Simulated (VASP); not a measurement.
# CoSi (P2_13) in VASP: settings compared

Aim: see how the results for CoSi move with the level of theory and the settings. Levels: PBEsol+D3(BJ), revPBE, PBE. Tasks: single point.

Everything below comes from runs of VASP 6.6.1. Logs are shortened: lines on timing, memory, paths and dates and some standing lists are left out, and cuts for length are marked.

## 1. The cell of the first run

It takes space group P2_13 (No. 198, cubic). Conventional cell: a = 4.345 Å, b = 4.345 Å, c = 4.345 Å, α = 90.00°, β = 90.00°, γ = 90.00°. Co (site symmetry 3) has 7 Si at 2.28 to 2.38 Å and 6 Co at 2.67 Å within 3.0 Å. Within 3.0 Å of Si (site symmetry 3) lie 7 Co at 2.28 to 2.38 Å and 6 Si at 2.69 Å.

## 2. Single point, PBEsol+D3(BJ), collinear spin, ferromagnetic start

Contents of INCAR:

```
SYSTEM = CoSi
ALGO = Normal ; EDIFF = 1E-6
ENCUT = 520 ; GGA = PS
ISIF = 2 ; ISMEAR = -1
ISPIN = 2 ; IVDW = 12
LASPH = .True. ; LCHARG = .True.
LELF = .True. ; LMAXMIX = 4
LORBIT = 11 ; LREAL = .False.
LVHAR = .True. ; LWAVE = .False.
MAGMOM = 2 2 2 2 0 0 0 0 ; NBANDS = 40
NELM = 150 ; PREC = Accurate
SIGMA = 0.05
```

Contents of KPOINTS:

```
k-points
0
Gamma
  6 6 6
  0 0 0
```

Contents of POSCAR:

```
CoSi
1.0
    4.3446930925      0.0000000000      0.0000000000
    0.0000000000      4.3446930925      0.0000000000
    0.0000000000      0.0000000000      4.3446930925
Co Si
4 4
Direct
    0.8534983069      0.6465016931      0.3534983069
    0.6465016931      0.3534983069      0.8534983069
    0.3534983069      0.8534983069      0.6465016931
    0.1465016931      0.1465016931      0.1465016931
    0.1562888719      0.3437111281      0.6562888719
    0.3437111281      0.6562888719      0.1562888719
    0.6562888719      0.1562888719      0.3437111281
    0.8437111281      0.8437111281      0.8437111281
```

Potentials or basis: VASP PAW PBE potentials, release 64 (Co, Si).

The run is started by

```console
$ cat potpaw_PBE.64/Co/POTCAR potpaw_PBE.64/Si/POTCAR > POTCAR
$ mpirun -np 1 vasp_std > vasp.out
```

OUTCAR:

```text
SYSTEM = CoSi
   EDIFF = 1E-6
   ENCUT = 520
   GGA = PS
   ISIF = 2
   ISMEAR = -1
   ISPIN = 2
   IVDW = 12
   LASPH = .True.
   LORBIT = 11
   LREAL = .False.
   NELM = 150
   PREC = Accurate
 IVDW          = 12

 ion  position               nearest neighbor table
   1  0.853  0.647  0.353-   5 2.28   6 2.30   7 2.30   8 2.30   7 2.38   8 2.38   6 2.38   2 2.67
                             2 2.67   3 2.67   4 2.67   3 2.67   4 2.67
   2  0.647  0.353  0.853-   6 2.28   5 2.30   7 2.30   8 2.30   5 2.38   7 2.38   8 2.38   1 2.67
                             1 2.67   3 2.67   3 2.67   4 2.67   4 2.67
   3  0.353  0.853  0.647-   7 2.28   6 2.30   5 2.30   8 2.30   6 2.38   5 2.38   8 2.38   1 2.67
                             4 2.67   2 2.67   2 2.67   1 2.67   4 2.67
   4  0.147  0.147  0.147-   8 2.28   6 2.30   7 2.30   5 2.30   6 2.38   5 2.38   7 2.38   2 2.67
                             3 2.67   1 2.67   3 2.67   1 2.67   2 2.67
   5  0.156  0.344  0.656-   1 2.28   2 2.30   3 2.30   4 2.30   3 2.38   4 2.38   2 2.38   7 2.69
                             8 2.69   8 2.69   7 2.69   6 2.69   6 2.69
   6  0.344  0.656  0.156-   2 2.28   1 2.30   3 2.30   4 2.30   1 2.38   3 2.38   4 2.38   7 2.69
                             8 2.69   7 2.69   8 2.69   5 2.69   5 2.69
   7  0.656  0.156  0.344-   3 2.28   2 2.30   1 2.30   4 2.30   2 2.38   1 2.38   4 2.38   5 2.69
                             6 2.69   6 2.69   5 2.69   8 2.69   8 2.69
   8  0.844  0.844  0.844-   4 2.28   2 2.30   3 2.30   1 2.30   2 2.38   1 2.38   3 2.38   5 2.69
                             6 2.69   5 2.69   6 2.69   7 2.69   7 2.69

  LATTYP: Found a simple cubic cell.
 ALAT       =     4.3446930925

  Lattice vectors:

 A1 = (   4.3446930925,   0.0000000000,   0.0000000000)
 A2 = (   0.0000000000,   4.3446930925,   0.0000000000)
 A3 = (   0.0000000000,   0.0000000000,   4.3446930925)

Analysis of symmetry for initial positions (statically):
=====================================================================
 Subroutine PRICEL returns:
 Original cell was already a primitive cell.

 Routine SETGRP: Setting up the symmetry group for a
 simple cubic supercell.

 Subroutine GETGRP returns: Found 12 space group operations
 (whereof  3 operations were pure point group operations)
 out of a pool of 48 trial point group operations.

The static configuration has the point symmetry C_3 .
 The point group associated with its full space group is T   .

Analysis of symmetry for dynamics (positions and initial velocities):
=====================================================================
 Subroutine PRICEL returns:
 Original cell was already a primitive cell.

 Routine SETGRP: Setting up the symmetry group for a
 simple cubic supercell.

 Subroutine GETGRP returns: Found 12 space group operations
 (whereof  3 operations were pure point group operations)
 out of a pool of 48 trial point group operations.

The dynamic configuration has the point symmetry C_3 .
 The point group associated with its full space group is T   .

Analysis of structural, dynamic, and magnetic symmetry:
=====================================================================
 Subroutine PRICEL returns:
 Original cell was already a primitive cell.

 Routine SETGRP: Setting up the symmetry group for a
 simple cubic supercell.

 Subroutine GETGRP returns: Found 12 space group operations
 (whereof  3 operations were pure point group operations)
 out of a pool of 48 trial point group operations.

The overall configuration has the point symmetry C_3 .
 The point group associated with its full space group is T   .

 Subroutine INISYM returns: Found 12 space group operations
 (whereof  3 operations are pure point group operations),
 and found     1 'primitive' translations

----------------------------------------------------------------------------------------

                                     Primitive cell

  volume of cell :      82.0120

  direct lattice vectors                    reciprocal lattice vectors
     4.344693093  0.000000000  0.000000000     0.230165855  0.000000000  0.000000000
     0.000000000  4.344693093  0.000000000     0.000000000  0.230165855  0.000000000
     0.000000000  0.000000000  4.344693093     0.000000000  0.000000000  0.230165855

  length of vectors
     4.344693093  4.344693093  4.344693093     0.230165855  0.230165855  0.230165855

  position of ions in fractional coordinates (direct lattice)
     0.853498307  0.646501693  0.353498307
[... 79 lines left out ...]
 SYSTEM =  CoSi
   PREC   = accura    normal or accurate (medium, high low for compatibility)
   ISTART =      0    job   : 0-new  1-cont  2-samecut
   ICHARG =      2    charge: 1-file 2-atom 10-const
   ISPIN  =      2    spin polarized calculation?
   LNONCOLLINEAR =      F non collinear calculations
   LSORBIT =      F    spin-orbit coupling
   LASPH  =      T    aspherical Exc in radial PAW
   ENCUT  =  520.0 eV  38.22 Ry    6.18 a.u.   8.08  8.08  8.08*2*pi/ulx,y,z
   NELM   =    150;   NELMIN=  2; NELMDL= -5     # of ELM steps
   EDIFF  = 0.1E-05   stopping-criterion for ELM
   LREAL  =      F    real-space projection
   EDIFFG = 0.1E-04   stopping-criterion for IOM
   NSW    =      0    number of steps for IOM
   IBRION =     -1    ionic relax: 0-MD 1-quasi-New 2-CG
   NFREE  =      0    steps in history (QN), initial steepest desc. (CG)
   ISIF   =      2    stress and relaxation
   ISYM   =      2    0-nonsym 1-usesym 2-fastsym
   POTIM  = 0.5000    time-step for ionic-motion
   TEBEG  =    0.0;   TEEND  =   0.0 temperature during run
   PSTRESS=    0.0 pullay stress
   NELECT =      52.0000    total number of electrons
   NUPDOWN=      -1.0000    fix difference up-down
   EMIN   =  10.00;   EMAX   =-10.00  energy-range for DOS
   EFERMI =   0.00;   METHOD = LEGACY
   ISMEAR =    -1;   SIGMA  =   0.05  broadening in eV -4-tet -1-fermi 0-gaus
   EFERMI_NEDOS =   21; number of points for ismear=-14 and -15
   IALGO  =     38    algorithm
   IMIX   =      4    mixing-type and parameters
     AMIX     =   0.40;   BMIX     =  1.00
     AMIX_MAG =   1.60;   BMIX_MAG =  1.00
  volume/ion in A,a.u.               =      10.25        69.18
  Fermi-wavevector in a.u.,A,eV,Ry     =   1.406426  2.657759 26.912782  1.978034
  Thomas-Fermi vector in A             =   2.528787
   LORBIT       =     11    0 simple, 1 ext, 2 COOP (PROOUT), +10 PAW based schemes
   GGA     = PS    functional components
   LHFCALC =     F    Hartree Fock is set to
   AEXX    =    0.0000 exact exchange contribution
   IVDW    =    12    specifies the selected vdW correction
   LEPSILON=     F    determine dielectric tensor
   LRPA    =     F    only Hartree local field effects (RPA)
 spin polarized calculation
  energy-cutoff  :      520.00
  volume of cell :       82.01
 maximum number of plane-waves:      2272
   NGX = 17   NGY = 17   NGZ = 17

 number of electron      51.9999969 magnetization       0.0513525

 number of electron      51.9999969 magnetization      -0.0007438

 Free energy of the ion-electron system (eV)
  ---------------------------------------------------
  ext. energy  EPLUGINS =         0.00000000
  ---------------------------------------------------
  free energy    TOTEN  =       -59.77457106 eV

  energy without entropy =      -59.76256589  energy(sigma->0) =      -59.76856847

 E-fermi :  12.9535     XC(G=0): -13.2747

 val. band max:       12.9190258023   @ k =   0.0000   0.0000   0.0000
 cond. band min:      13.0163181562   @ k =   0.5000   0.5000   0.3333
 fundamental gap:      0.0972923539
 Fermi energy:        12.9535494993

 spin component 1

 k-point     1 :       0.0000    0.0000    0.0000
  band No.  band energies     occupation
      1      -1.2483      1.00000
      2       4.4644      1.00000
      3       4.4644      1.00000
      4       4.4644      1.00000
      5       7.1466      1.00000
      6       7.1466      1.00000
[... 973 lines left out ...]
     37      20.9667      0.00000
     38      20.9667      0.00000
 Fermi energy:        12.9535494993

 spin component 2

 k-point     1 :       0.0000    0.0000    0.0000
  band No.  band energies     occupation
      1      -1.2483      1.00000
      2       4.4645      1.00000
      3       4.4645      1.00000
      4       4.4645      1.00000
      5       7.1466      1.00000
      6       7.1466      1.00000
[... 973 lines left out ...]
     37      20.9667      0.00000
     38      20.9667      0.00000
 [bands above 38 left out]

------------------------ aborting loop because EDIFF is reached ----------------------------------------

 Edisp (eV)   -3.70435

 E8    (eV) :    -2.3957

  FORCE on cell =-STRESS in cart. coord.  units (eV):
  Direction    XX          YY          ZZ          XY          YZ          ZX
  --------------------------------------------------------------------------------------
  -------------------------------------------------------------------------------------
  Total       0.10451     0.10451     0.10451     0.00000     0.00000     0.00000
  in kB       2.04174     2.04174     2.04174     0.00000     0.00000     0.00000
  external pressure =        2.04 kB  Pullay stress =        0.00 kB

 VOLUME and BASIS-vectors are now :
 -----------------------------------------------------------------------------
  energy-cutoff  :      520.00
  volume of cell :       82.01
      direct lattice vectors                 reciprocal lattice vectors
     4.344693093  0.000000000  0.000000000     0.230165855  0.000000000  0.000000000
     0.000000000  4.344693093  0.000000000     0.000000000  0.230165855  0.000000000
     0.000000000  0.000000000  4.344693093     0.000000000  0.000000000  0.230165855

 POSITION                                       TOTAL-FORCE (eV/Angst)
 -----------------------------------------------------------------------------------
      3.70819      2.80885      1.53584        -0.004031      0.004031     -0.004031
      2.80885      1.53584      3.70819         0.004031     -0.004031     -0.004031
      1.53584      3.70819      2.80885        -0.004031     -0.004031      0.004031
      0.63650      0.63650      0.63650         0.004031      0.004031      0.004031
      0.67903      1.49332      2.85137         0.003012     -0.003012      0.003012
      1.49332      2.85137      0.67903        -0.003012      0.003012      0.003012
      2.85137      0.67903      1.49332         0.003012      0.003012     -0.003012
      3.66567      3.66567      3.66567        -0.003012     -0.003012     -0.003012
 -----------------------------------------------------------------------------------
    total drift:                                0.000000      0.000000      0.000000

  FREE ENERGIE OF THE ION-ELECTRON SYSTEM (eV)
  ---------------------------------------------------
  free  energy   TOTEN  =       -63.4789246318 eV

  energy  without entropy=      -63.4669194546  energy(sigma->0) =      -63.47292204

 total charge

# of ion       s       p       d       tot
------------------------------------------
    1        0.465   0.684   7.628   8.778
    2        0.465   0.684   7.628   8.778
    3        0.465   0.684   7.628   8.778
    4        0.465   0.684   7.628   8.778
    5        0.725   0.923   0.000   1.648
    6        0.725   0.923   0.000   1.648
    7        0.725   0.923   0.000   1.648
    8        0.725   0.923   0.000   1.648
--------------------------------------------------
tot          4.763   6.431  30.512  41.705

 magnetization (x)

# of ion       s       p       d       tot
------------------------------------------
    1        0.000   0.000  -0.000  -0.000
    2        0.000   0.000  -0.000  -0.000
    3        0.000   0.000  -0.000  -0.000
    4        0.000   0.000  -0.000  -0.000
    5        0.000   0.000   0.000   0.000
    6        0.000   0.000   0.000   0.000
    7        0.000   0.000   0.000   0.000
    8        0.000   0.000   0.000   0.000
--------------------------------------------------
tot          0.000   0.000  -0.000  -0.000
```

Run time: 86 s. Hardware: 1 thread of Intel Xeon Platinum 8488C (Sapphire Rapids), shared host; peak memory 0.28 GiB.

What came out:

```yaml
Free_energy: -63.4789 eV
Pressure: 0.2 GPa
Largest_force: 0.007 eV/Å
Band_gap_on_the_k_mesh: zero (filled and empty bands overlap)
Net_moment: 0.00 μB per cell
Valence_electrons_inside_the_program's_atomic_spheres: Co 8.78; Si 1.65
Dispersion_energy_per_atom: -0.463 eV
```

Forces in eV/Å, atoms in the order of the input:
```
Co  -0.004  0.004 -0.004
Co   0.004 -0.004 -0.004
Co  -0.004 -0.004  0.004
Co   0.004  0.004  0.004
Si   0.003 -0.003  0.003
Si  -0.003  0.003  0.003
Si   0.003  0.003 -0.003
Si  -0.003 -0.003 -0.003
```

Caveat: the starting moments collapsed, and a magnetic state may lie lower; the PAW data sets were made with another functional, which shifts forces and pressure a little; pairwise dispersion overbinds metals, which lowers pressure and volume.

(Part 1 of 2 ends here.)
